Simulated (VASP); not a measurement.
# Cu: single point with LDA

Crystal: Cu.

```
Cu
1.0
     3.47251    0.00000    0.00000
     0.00000    3.47251    0.00000
     0.00000    0.00000    5.93388
Cu
3
Cartesian
  1.7363 1.7363 0.0000
  1.7363 0.0000 1.9580
  0.0000 1.7363 3.9759
```

- Program: VASP 6.6.1
- Task: single point
- Functional: LDA
- Potentials or basis: VASP PAW LDA potentials, release 64 (Cu)
- Cutoff: 520 eV
- k mesh: 7 × 7 × 4
- Occupations: fermi-dirac, width 0.1 eV
- Spin: no spin polarisation
- Dipole correction: no
- Further INCAR settings: ALGO = Normal; EDIFF = 1e-07; NBANDS = 24

- Pressure: -16.0 GPa
- Largest force: 0.032 eV/Å
- Band gap on the k mesh: zero (an odd number of electrons rules out a gap without spin polarisation)

Forces in eV/Å, atoms in the order of the input:
```
Cu   0.000  0.000  0.000
Cu   0.000  0.000  0.032
Cu   0.000  0.000 -0.032
```

Stress tensor (GPa, compression positive):
```
-15.53   0.00   0.00
  0.00 -15.53   0.00
  0.00   0.00 -17.05
```

Levels at points of the mesh, in eV from the Fermi level:
```
           k point  band 14  band 15  band 16  band 17  band 18  band 19  band 20  band 21
(0.00, 0.00, 0.00)    -1.26    -1.01    -1.01    -0.32    -0.25     6.71     6.71     9.81
(0.00, 0.00, 0.50)    -1.22    -1.21    -1.19    -1.19     3.84     6.21     8.05     8.05
```

Run time: 76 s on 1 thread of Intel Xeon 8259CL (shared host), peak memory 0.17 GiB.

Caveat: the cell stands under tension.
